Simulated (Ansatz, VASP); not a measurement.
**Two plane-wave programs on Ni**

Contents of INCAR:

```
ALGO = Normal
EDIFF = 1E-6
ENCUT = 520
ISIF = 2
ISMEAR = 1
ISPIN = 2
LASPH = T
LCHARG = F
LMAXMIX = 4
LORBIT = 11
LREAL = F
LWAVE = F
MAGMOM = 0.607
NBANDS = 15
NELM = 150
PREC = Accurate
SIGMA = 0.03
```

KPOINTS

```
k-points
0
Gamma
  16 16 16
```

The input POSCAR:

```
Ni
1.0
    0.0000000000      1.7124646296      1.7124646296
    1.7124646296      0.0000000000      1.7124646296
    1.7124646296      1.7124646296      0.0000000000
Ni
1
Direct
    0.0000000000      0.0000000000      0.0000000000
```

Input for Ansatz:

```yaml
crystal:
  lattice:
    - [0.0, 1.7124646296, 1.7124646296]
    - [1.7124646296, 0.0, 1.7124646296]
    - [1.7124646296, 1.7124646296, 0.0]
  atoms:
    - { symbol: Ni, position: [0.0, 0.0, 0.0], spin: 0.607 }
hamiltonian:
  xc: lda
  pseudopotentials:
    kind: paw
    azcp:
      Ni: "pseudopotentials/Ni.paw.azcp"
basis:
  ecutwfc: 420
  fft_grid_basis: typed
kpoints:
  mp_grid: { grid: [16, 16, 16], shift: [0, 0, 0] }
magnetization:
  spin_polarized: true
scf:
  occupations: { method: methfessel_paxton, width: 0.03 }
  lower_state_search: "off"
output:
  stress: true
  write_density: true
  write_potential: true
  elf: true
  volumetric_format: npy
```

Alike in both runs: task single point; functional LDA; k mesh 16 × 16 × 16; occupations methfessel-paxton of order 1, width 0.03 eV; collinear spin.

```csv
,VASP,Ansatz
version,VASP 6.6.1,Ansatz 0.2.0
potentials or method,"VASP PAW LDA potentials, release 64 (Ni), cutoff 520 eV","plane waves (420 eV) with PAW, scalar-relativistic"
valence electrons in the cell,10,18
```

```tsv
	VASP	Ansatz	Ansatz less VASP
pressure (GPa)	-0.7	-0.6	+0.05
net moment per atom (μB)	0.57	0.57	0.000
size of the moment on the site where the two differ most (μB)	0.57	0.59	+0.025
```

Ansatz warns that its potentials were made for another functional, while VASP's fit it. LDA's correlation is that of Perdew and Zunger in VASP and of Perdew and Wang (1992) in Ansatz. Site moments also hang on the region over which each program counts them. VASP's potentials hold 10 valence electrons a cell and Ansatz's 18, so a difference there can come from the potentials and not from the codes. Ansatz's warnings: stability check not made.
